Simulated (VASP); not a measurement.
# Al16P in VASP: a series of runs

The runs below take Al16P through single point, with LDA.

All numbers are computed with VASP 6.6.1; they aren't measurements. Logs are shortened: lines on timing, memory, paths and dates and some standing lists are left out, and cuts for length are marked.

## 1. The cell of the first run

The cell holds a slab with vacuum, 17 atoms: a = 8.100 Å, b = 5.728 Å, c = 15.296 Å, α = 90.00°, β = 90.00°, γ = 90.00°.

## 2. Single point, LDA

INCAR

```
PREC = Accurate
ENCUT = 520
EDIFF = 1E-7
ISMEAR = -1
SIGMA = 0.05
LREAL = Auto
LASPH = T
NELM = 80
ALGO = Normal
ISIF = 2
LWAVE = F
LCHARG = F
NBANDS = 40
```

KPOINTS

```
Automatic mesh
0
Gamma
  2 3 1
```

POSCAR

```
Al16P
1.0
    8.1000000000      0.0000000000      0.0000000000
    0.0000000000      5.7275650000      0.0000000000
    0.0000000000      0.0000000000     15.2956740000
Al P
16 1
Direct
    0.2500000000      0.2499999564      0.0653780278
    0.7500000000      0.2499999564      0.0653780278
    0.2500000000      0.7500000436      0.0653780278
    0.7500000000      0.7500000436      0.0653780278
   -0.0033450617     -0.0083291940      0.1452834311
    0.5034271605     -0.0083473518      0.1452965067
   -0.0060811111      0.4972266574      0.1436502242
    0.5062506173      0.4971748029      0.1436799712
    0.2501982716      0.2488942509      0.2424300492
    0.7501792593      0.2678560610      0.2356074665
    0.2501864198      0.7309181127      0.2394684929
    0.7501634568      0.7476749718      0.2439561016
    0.0156461728     -0.0195463517      0.3203381557
    0.4847770370     -0.0195437328      0.3204009186
    0.0039523457      0.4950323567      0.3238843218
    0.4965004938      0.4950554031      0.3239189721
    0.7501746914      1.0852133498      0.3738681277
```

Potentials or basis: VASP PAW LDA potentials, release 64 (Al, P).

Launch:

```
> cat potpaw_LDA.64/Al/POTCAR potpaw_LDA.64/P/POTCAR > POTCAR
> mpirun -np 1 vasp_std > vasp.out
```

OUTCAR:

```text
PREC = Accurate
   ENCUT = 520
   EDIFF = 1E-7
   ISMEAR = -1
   LREAL = Auto
   LASPH = T
   NELM = 80
   ISIF = 2

 ion  position               nearest neighbor table
   1  0.250  0.250  0.065-   9 2.71   7 2.78   8 2.78   5 2.81   6 2.81   3 2.86   3 2.86
   2  0.750  0.250  0.065-  10 2.61   8 2.71   7 2.71   6 2.77   5 2.77   4 2.86   4 2.86
   3  0.250  0.750  0.065-  11 2.67   5 2.76   6 2.76   7 2.80   8 2.80   1 2.86   1 2.86
   4  0.750  0.750  0.065-   6 2.72   5 2.72   8 2.73   7 2.73  12 2.73   2 2.86   2 2.86
   5  0.997  0.992  0.145-  13 2.68   4 2.72   3 2.76   2 2.77   1 2.81   7 2.83  12 2.87   7 2.90
                            10 2.90  11 2.92   9 2.93
   6  0.503  0.992  0.145-  14 2.68   4 2.72   3 2.76   2 2.77   1 2.81   8 2.83  12 2.87   8 2.90
                            10 2.90  11 2.92   9 2.93
   7  0.994  0.497  0.144-   2 2.71   4 2.73  10 2.76  15 2.76   1 2.78   3 2.80   5 2.83  11 2.87
                            12 2.88   5 2.90   9 2.94
   8  0.506  0.497  0.144-   2 2.71   4 2.73  10 2.76  16 2.76   1 2.78   3 2.80   6 2.83  11 2.87
                            12 2.88   6 2.90   9 2.93
   9  0.250  0.249  0.242-   1 2.71  13 2.72  14 2.72  15 2.74  16 2.74  11 2.76   6 2.93   5 2.93
                             8 2.93   7 2.94  11 2.97
  10  0.750  0.268  0.236-  17 2.36   2 2.61  12 2.75   7 2.76   8 2.76  16 2.78  15 2.78   5 2.90
                             6 2.90  12 2.98  13 3.00  14 3.00
  11  0.250  0.731  0.239-   3 2.67  13 2.68  14 2.68  15 2.73  16 2.73   9 2.76   8 2.87   7 2.87
                             6 2.92   5 2.92   9 2.97
  12  0.750  0.748  0.244-   4 2.73  10 2.75  17 2.77  14 2.79  13 2.79  16 2.79  15 2.80   5 2.87
                             6 2.87   7 2.88   8 2.88  10 2.98
  13  0.016  0.980  0.320-  17 2.38  11 2.68   5 2.68   9 2.72  15 2.78  12 2.79  15 2.95  10 3.00

  14  0.485  0.980  0.320-  17 2.38  11 2.68   6 2.68   9 2.72  16 2.78  12 2.79  16 2.95  10 3.00

  15  0.004  0.495  0.324-  11 2.73   9 2.74   7 2.76  10 2.78  13 2.78  12 2.80  13 2.95
  16  0.497  0.495  0.324-  11 2.73   9 2.74   8 2.76  10 2.78  14 2.78  12 2.79  14 2.95
  17  0.750  0.085  0.374-  10 2.36  14 2.38  13 2.38  12 2.77

  LATTYP: Found a simple orthorhombic cell.
 ALAT       =     5.7275650000
 B/A-ratio  =     1.4142135445
 C/A-ratio  =     2.6705369559

  Lattice vectors:

 A1 = (   0.0000000000,  -5.7275650000,   0.0000000000)
 A2 = (   8.1000000000,   0.0000000000,   0.0000000000)
 A3 = (   0.0000000000,   0.0000000000,  15.2956740000)

Analysis of symmetry for initial positions (statically):
=====================================================================
 Subroutine PRICEL returns:
 Original cell was already a primitive cell.

 Routine SETGRP: Setting up the symmetry group for a
 simple orthorhombic supercell.

 Subroutine GETGRP returns: Found  1 space group operations
 (whereof  1 operations were pure point group operations)
 out of a pool of  8 trial point group operations.

The static configuration has the point symmetry C_1 .

Analysis of symmetry for dynamics (positions and initial velocities):
=====================================================================
 Subroutine PRICEL returns:
 Original cell was already a primitive cell.

 Routine SETGRP: Setting up the symmetry group for a
 simple orthorhombic supercell.

 Subroutine GETGRP returns: Found  1 space group operations
 (whereof  1 operations were pure point group operations)
 out of a pool of  8 trial point group operations.

The dynamic configuration has the point symmetry C_1 .

 Subroutine INISYM returns: Found  1 space group operations
 (whereof  1 operations are pure point group operations),
 and found     1 'primitive' translations

----------------------------------------------------------------------------------------

                                     Primitive cell

  volume of cell :     709.6164

  direct lattice vectors                    reciprocal lattice vectors
     8.100000000  0.000000000  0.000000000     0.123456790  0.000000000  0.000000000
     0.000000000  5.727565000  0.000000000     0.000000000  0.174594265  0.000000000
     0.000000000  0.000000000 15.295674000     0.000000000  0.000000000  0.065377962

  length of vectors
     8.100000000  5.727565000 15.295674000     0.123456790  0.174594265  0.065377962

  position of ions in fractional coordinates (direct lattice)
     0.250000000  0.249999956  0.065378028
     0.750000000  0.249999956  0.065378028
     0.250000000  0.750000044  0.065378028
     0.750000000  0.750000044  0.065378028
     0.996654938  0.991670806  0.145283431
     0.503427161  0.991652648  0.145296507
[... 9 lines left out ...]
     0.496500494  0.495055403  0.323918972
     0.750174691  0.085213350  0.373868128

  ion indices of the primitive-cell ions
   primitive index   ion index
                 1           1
                 2           2
                 3           3
                 4           4
                 5           5
                 6           6
[... 9 lines left out ...]
                16          16
                17          17

----------------------------------------------------------------------------------------

 KPOINTS: Automatic mesh

Automatic generation of k-mesh.
 Grid dimensions read from file:
 generate k-points for:    2    3    1

 Generating k-lattice:

  Cartesian coordinates                     Fractional coordinates (reciprocal lattice)
     0.061728395  0.000000000  0.000000000     0.500000000  0.000000000  0.000000000
     0.000000000  0.058198088  0.000000000     0.000000000  0.333333333  0.000000000
     0.000000000  0.000000000  0.065377962     0.000000000  0.000000000  1.000000000

  Length of vectors
     0.061728395  0.058198088  0.065377962

  Shift w.r.t. Gamma in fractional coordinates (k-lattice)
     0.000000000  0.000000000  0.000000000

 Subroutine IBZKPT returns following result:
 ===========================================

 Found      4 irreducible k-points:

 Following reciprocal coordinates:
            Coordinates               Weight
  0.000000  0.000000  0.000000      1.000000
  0.500000  0.000000  0.000000      1.000000
  0.000000  0.333333  0.000000      2.000000
  0.500000  0.333333  0.000000      2.000000
   k-points           NKPTS =      4   k-points in BZ     NKDIM =      4   number of bands    NBANDS=     40
   number of dos      NEDOS =    301   number of ions     NIONS =     17
   total plane-waves  NPLWV = 345600
   dimension x,y,z NGX =    60 NGY =   48 NGZ =  120
   dimension x,y,z NGXF=   120 NGYF=   96 NGZF=  240
   ions per type =              16   1
   NGX,Y,Z   is equivalent  to a cutoff of  12.31, 13.93, 13.04 a.u.
   NGXF,Y,Z  is equivalent  to a cutoff of  24.63, 27.86, 26.09 a.u.
 SYSTEM =  unknown system
   PREC   = accura    normal or accurate (medium, high low for compatibility)
   ISTART =      0    job   : 0-new  1-cont  2-samecut
   ICHARG =      2    charge: 1-file 2-atom 10-const
   ISPIN  =      1    spin polarized calculation?
   LNONCOLLINEAR =      F non collinear calculations
   LSORBIT =      F    spin-orbit coupling
   LASPH  =      T    aspherical Exc in radial PAW
   ENCUT  =  520.0 eV  38.22 Ry    6.18 a.u.  15.06 10.65 28.44*2*pi/ulx,y,z
   NELM   =     80;   NELMIN=  2; NELMDL= -5     # of ELM steps
   EDIFF  = 0.1E-06   stopping-criterion for ELM
   LREAL  =      T    real-space projection
   EDIFFG = 0.1E-05   stopping-criterion for IOM
   NSW    =      0    number of steps for IOM
   IBRION =     -1    ionic relax: 0-MD 1-quasi-New 2-CG
   NFREE  =      0    steps in history (QN), initial steepest desc. (CG)
   ISIF   =      2    stress and relaxation
   ISYM   =      2    0-nonsym 1-usesym 2-fastsym
   POTIM  = 0.5000    time-step for ionic-motion
   TEBEG  =    0.0;   TEEND  =   0.0 temperature during run
   PSTRESS=    0.0 pullay stress
   NELECT =      53.0000    total number of electrons
   NUPDOWN=      -1.0000    fix difference up-down
   EMIN   =  10.00;   EMAX   =-10.00  energy-range for DOS
   EFERMI =   0.00;   METHOD = LEGACY
   ISMEAR =    -1;   SIGMA  =   0.05  broadening in eV -4-tet -1-fermi 0-gaus
   EFERMI_NEDOS =   21; number of points for ismear=-14 and -15
   IALGO  =     38    algorithm
   IMIX   =      4    mixing-type and parameters
     AMIX     =   0.40;   BMIX     =  1.00
     AMIX_MAG =   1.60;   BMIX_MAG =  1.00
  volume/ion in A,a.u.               =      41.74       281.69
  Fermi-wavevector in a.u.,A,eV,Ry     =   0.689433  1.302840  6.467097  0.475318
  Thomas-Fermi vector in A             =   1.770517
   LORBIT       =      0    0 simple, 1 ext, 2 COOP (PROOUT), +10 PAW based schemes
   GGA     = CA    functional components
   LHFCALC =     F    Hartree Fock is set to
   AEXX    =    0.0000 exact exchange contribution
   IVDW    =     0    specifies the selected vdW correction
   LEPSILON=     F    determine dielectric tensor
   LRPA    =     F    only Hartree local field effects (RPA)
 non-spin polarized calculation
  energy-cutoff  :      520.00
  volume of cell :      709.62
 maximum number of plane-waves:     19139
   NGX = 31   NGY = 21   NGZ = 57

 number of electron      52.9999999 magnetization

 Free energy of the ion-electron system (eV)
  ---------------------------------------------------
  ext. energy  EPLUGINS =         0.00000000
  ---------------------------------------------------
  free energy    TOTEN  =       -67.11486027 eV

  energy without entropy =      -67.06234688  energy(sigma->0) =      -67.08860358

 E-fermi :   0.3647     XC(G=0):  -5.2853

 val. band max:        0.3270624934   @ k =   0.5000   0.3333   0.0000
 cond. band min:       0.4898611926   @ k =   0.0000   0.0000   0.0000
 fundamental gap:      0.1627986992
 Fermi energy:         0.3646784044

 k-point     1 :       0.0000    0.0000    0.0000
  band No.  band energies     occupation
      1     -11.0282      2.00000
      2      -9.4628      2.00000
      3      -7.8068      2.00000
      4      -7.7439      2.00000
      5      -6.8225      2.00000
      6      -5.6877      2.00000
[... 30 lines left out ...]
     37       2.6205      0.00000
     38       3.0272      0.00000
[... 121 lines left out ...]
     37       3.0241      0.00000
     38       3.2843      0.00000
 [bands above 38 left out]

------------------------ aborting loop because EDIFF is reached ----------------------------------------

  FORCE on cell =-STRESS in cart. coord.  units (eV):
  Direction    XX          YY          ZZ          XY          YZ          ZX
  --------------------------------------------------------------------------------------
  -------------------------------------------------------------------------------------
  Total        1.2870002    -11.1030534      0.2109301      0.0021206      0.5479808     -0.0161557
  in kB        2.9057988    -25.0685577      0.4762396      0.0047879      1.2372351     -0.0364764
  external PRESSURE =      -7.2288398 kB  Pullay stress =       0.0000000 kB

 VOLUME and BASIS-vectors are now :
 -----------------------------------------------------------------------------
  energy-cutoff  :      520.00
  volume of cell :      709.62
      direct lattice vectors                 reciprocal lattice vectors
     8.100000000  0.000000000  0.000000000     0.123456790  0.000000000  0.000000000
     0.000000000  5.727565000  0.000000000     0.000000000  0.174594265  0.000000000
     0.000000000  0.000000000 15.295674000     0.000000000  0.000000000  0.065377962

 POSITION                                       TOTAL-FORCE (eV/Angst)
 -----------------------------------------------------------------------------------
      2.02500      1.43189      1.00000         0.002053     -0.315723      0.090967
      6.07500      1.43189      1.00000         0.001568      0.101404     -0.224691
      2.02500      4.29567      1.00000         0.001562      0.371397     -0.084427
      6.07500      4.29567      1.00000         0.001502     -0.217506      0.151247
      8.07291      5.67986      2.22221         0.001711     -0.016123      0.003194
      4.07776      5.67975      2.22241        -0.002860     -0.016417      0.003743
[... 9 lines left out ...]
      4.02165      2.83546      4.95456         0.037961     -0.010054     -0.002682
      6.07642      0.48806      5.71857         0.003188      0.223990      0.017704
 -----------------------------------------------------------------------------------
    total drift:                               -0.000530     -0.000474      0.010863

  FREE ENERGIE OF THE ION-ELECTRON SYSTEM (eV)
  ---------------------------------------------------
  free  energy   TOTEN  =       -67.1148602719 eV

  energy  without entropy=      -67.0623468832  energy(sigma->0) =      -67.08860358
```

Run time: 2.9 min. Hardware: 1 thread of Intel Xeon 6975P-C (Granite Rapids), shared host; peak memory 0.52 GiB.

Results:

```yaml
Free_energy: -67.1149 eV
Largest_force: 0.381 eV/Å
```

Forces on the atoms (eV/Å):
```
Al   0.002 -0.316  0.091
Al   0.002  0.101 -0.225
Al   0.002  0.371 -0.084
Al   0.002 -0.218  0.151
Al   0.002 -0.016  0.003
Al  -0.003 -0.016  0.004
Al   0.009 -0.004  0.002
Al  -0.011 -0.003  0.002
Al   0.001 -0.027  0.025
Al   0.000 -0.009 -0.017
Al   0.001 -0.020  0.007
Al   0.000  0.033  0.006
Al  -0.046 -0.040  0.013
Al   0.039 -0.041  0.009
Al  -0.039 -0.010 -0.002
Al   0.038 -0.010 -0.003
P    0.003  0.224  0.018
```

Caveat: the k points lie up to 0.39 Å⁻¹ apart.

## 3. Single point, LDA

INCAR

```
SYSTEM = Al16P
  PREC = Accurate
  ENCUT = 520
  EDIFF = 1E-6
  ISMEAR = -1
  SIGMA = 0.05
  LREAL = Auto
  LASPH = .TRUE.
  NELM = 60
  ALGO = Normal
  ISIF = 2
  LWAVE = .FALSE.
  LCHARG = .TRUE.
  GGA = CA
  LELF = .TRUE.
  LVHAR = .TRUE.
  NBANDS = 40
```

KPOINTS

```
regular mesh
0
G
  2 3 1
  0 0 0
```

POSCAR

```
Al16P
1.0
    8.1000000000      0.0000000000      0.0000000000
    0.0000000000      5.7275650000      0.0000000000
    0.0000000000      0.0000000000     15.2956740000
Al P
16 1
Direct
    0.2500000000      0.2499999564      0.0653780278
    0.7500000000      0.2499999564      0.0653780278
    0.2500000000      0.7500000436      0.0653780278
    0.7500000000      0.7500000436      0.0653780278
   -0.0012679012     -0.0098734803      0.1470724337
    0.5013166667     -0.0098434501      0.1471808957
   -0.0032623457      0.4968334711      0.1453584196
    0.5033904938      0.4968930078      0.1453616885
    0.2500645679      0.2422282418      0.2465688665
    0.7500881481      0.2496191663      0.2311532659
    0.2501807407      0.7308205145      0.2427748525
    0.7500745679      0.7373316584      0.2371902016
   -0.0003090123     -0.0272634182      0.3227898947
    0.5009067901     -0.0263405129      0.3229414408
   -0.0082569136      0.4940286143      0.3250549796
    0.5081606173      0.4946463288      0.3249920206
    0.7509669136      1.1663195442      0.3810013210
```

Potentials or basis: VASP PAW LDA potentials, release 64 (Al, P).

Launch:

```
> cat potpaw_LDA.64/Al/POTCAR potpaw_LDA.64/P/POTCAR > POTCAR
> mpirun -np 1 vasp_std > vasp.out
```

OUTCAR:

```text
SYSTEM = Al16P
   PREC = Accurate
   ENCUT = 520
   EDIFF = 1E-6
   ISMEAR = -1
   LREAL = Auto
   LASPH = .TRUE.
   NELM = 60
   ISIF = 2
   GGA = CA

 ion  position               nearest neighbor table
   1  0.250  0.250  0.065-   9 2.77   7 2.78   8 2.78   5 2.81   6 2.82   3 2.86   3 2.86
   2  0.750  0.250  0.065-  10 2.54   8 2.74   7 2.74   5 2.80   6 2.80   4 2.86   4 2.86
   3  0.250  0.750  0.065-  11 2.72   5 2.76   6 2.76   7 2.79   8 2.79   1 2.86   1 2.86
   4  0.750  0.750  0.065-  12 2.63   5 2.74   6 2.74   8 2.75   7 2.76   2 2.86   2 2.86
   5  0.999  0.990  0.147-  13 2.69   4 2.74   3 2.76   2 2.80   1 2.81  10 2.81   7 2.83  12 2.84
[... 396 lines left out ...]
  Total       -0.8390714    -13.6520181      0.7906011     -0.0275754      1.1349015     -0.0074981
  in kB       -1.8944617    -30.8236294      1.7850251     -0.0622600      2.5623893     -0.0169293
  external PRESSURE =     -10.3110220 kB  Pullay stress =       0.0000000 kB

 VOLUME and BASIS-vectors are now :
 -----------------------------------------------------------------------------
  energy-cutoff  :      520.00
  volume of cell :      709.62
      direct lattice vectors                 reciprocal lattice vectors
     8.100000000  0.000000000  0.000000000     0.123456790  0.000000000  0.000000000
     0.000000000  5.727565000  0.000000000     0.000000000  0.174594265  0.000000000
     0.000000000  0.000000000 15.295674000     0.000000000  0.000000000  0.065377962

 POSITION                                       TOTAL-FORCE (eV/Angst)
 -----------------------------------------------------------------------------------
      2.02500      1.43189      1.00000         0.000541     -0.204560      0.295472
      6.07500      1.43189      1.00000         0.002810      0.072486     -0.472969
      2.02500      4.29567      1.00000        -0.000478      0.210071      0.071819
      6.07500      4.29567      1.00000         0.001821     -0.209368     -0.139611
      8.08973      5.67101      2.24957         0.023369     -0.004100      0.016264
      4.06067      5.67119      2.25123        -0.023524     -0.004271      0.017431
[... 9 lines left out ...]
      4.11610      2.83312      4.97097         0.084080     -0.008607      0.014786
      6.08283      0.95261      5.82767         0.001851      0.400892      0.049258
 -----------------------------------------------------------------------------------
    total drift:                               -0.000385     -0.000522      0.000340

  FREE ENERGIE OF THE ION-ELECTRON SYSTEM (eV)
  ---------------------------------------------------
  free  energy   TOTEN  =       -67.3565959328 eV

  energy  without entropy=      -67.3074041247  energy(sigma->0) =      -67.33200003
```

OSZICAR:

```text
N       E                     dE             d eps       ncg     rms          rms(c)
DAV:   1     0.170412419219E+03    0.17041E+03   -0.16249E+04   320   0.947E+02
DAV:   2    -0.561079510025E+02   -0.22652E+03   -0.21713E+03   432   0.159E+02
DAV:   3    -0.709964114977E+02   -0.14888E+02   -0.14556E+02   432   0.386E+01
[... 13 lines left out ...]
DAV:  17    -0.673564436765E+02   -0.21556E-03   -0.11743E-05   424   0.841E-03    0.602E-03
DAV:  18    -0.673565842499E+02   -0.14057E-03   -0.14802E-05   384   0.765E-03    0.173E-03
DAV:  19    -0.673565929620E+02   -0.87121E-05   -0.97019E-07   320   0.260E-03    0.800E-04
DAV:  20    -0.673565956361E+02   -0.26741E-05   -0.41125E-07   288   0.149E-03    0.526E-04
DAV:  21    -0.673565959328E+02   -0.29672E-06   -0.59186E-08   256   0.827E-04
   1 F= -.67356596E+02 E0= -.67332000E+02  d E =-.491918E-01
```

stdout:

```text
POSCAR found type information on POSCAR AlP
 POSCAR found :  2 types and      17 ions
 scaLAPACK will be used
 LDA part: xc-table for (Slater(with rela. corr.)+CA(PZ))
 , standard interpolation
 POSCAR, INCAR and KPOINTS ok, starting setup
 FFT: planning ... GRIDC
 FFT: planning ... GRID_SOFT
 FFT: planning ... GRID
 WAVECAR not read
 entering main loop
```

Wall time 2.7 min (1 thread of Intel Xeon 6975P-C (Granite Rapids), shared host); peak memory 0.52 GiB.

Results:

```yaml
Free_energy: -67.3566 eV
Largest_force: 0.478 eV/Å
```

Forces in eV/Å, atoms in the order of the input:
```
Al   0.001 -0.205  0.295
Al   0.003  0.072 -0.473
Al   0.000  0.210  0.072
Al   0.002 -0.209 -0.140
Al   0.023 -0.004  0.016
Al  -0.024 -0.004  0.017
Al   0.028 -0.003  0.019
Al  -0.028 -0.002  0.020
Al  -0.001 -0.038  0.059
Al  -0.001 -0.097  0.001
Al  -0.001  0.003  0.042
Al  -0.001 -0.042 -0.083
Al  -0.114 -0.033  0.036
Al   0.114 -0.031  0.037
Al  -0.087 -0.008  0.016
Al   0.084 -0.009  0.015
P    0.002  0.401  0.049
```

Caveat: the k points lie up to 0.39 Å⁻¹ apart.

[end of part 1 of 2]
